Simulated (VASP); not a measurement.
Here is a VASP 6.6.1 calculation.

File INCAR:

```
SYSTEM = Al2O3
PREC = Accurate
ENCUT = 600
EDIFF = 1E-7
ISMEAR = -1
SIGMA = 0.05
LREAL = .FALSE.
LASPH = .TRUE.
NELM = 60
ALGO = Normal
ISIF = 3
LWAVE = .FALSE.
LCHARG = .FALSE.
GGA = PS
IBRION = 2
NSW = 60
EDIFFG = -0.01
```

The input KPOINTS:

```
Automatic mesh
0
G
  10 10 4
  0 0 0
```

The input POSCAR:

```
Al2O3
1.0
    3.0174825440      0.0000000000      0.0000000000
   -1.5087412720      2.6132165386      0.0000000000
    0.0000000000      0.0000000000      7.5746360022
Al O
2 3
Direct
    0.0000000000      0.0000000000      0.7220490000
    0.0000000000      0.0000000000      0.2779510000
    0.0000000000      0.0000000000      0.5000000000
    0.6666666667      0.3333333333      0.8005460000
    0.3333333333      0.6666666667      0.1994540000
```

Potentials or basis: VASP PAW PBE potentials, release 64 (Al, O).

The run is started by

```sh
$ cat potpaw_PBE.64/Al/POTCAR potpaw_PBE.64/O/POTCAR > POTCAR
$ mpirun -np 1 vasp_std > vasp.out
```

Predict the band gap on the k mesh.

2.34 eV.

Estimate the relaxed cell.

a = 2.989 Å, b = 2.989 Å, c = 7.698 Å, α = 90.00°, β = 90.00°, γ = 120.00°.

Estimate the space group after relaxing (to 0.1 Å).

P-3m1 (No. 164).

Forces on the atoms (eV/Å):
```
Al   0.000  0.000  0.008
Al   0.000  0.000 -0.008
O    0.000  0.000  0.000
O    0.000  0.000 -0.007
O    0.000  0.000  0.007
```

Caveat: the PAW data sets were made with another functional, which shifts forces and pressure a little. A k mesh can miss the band edges.
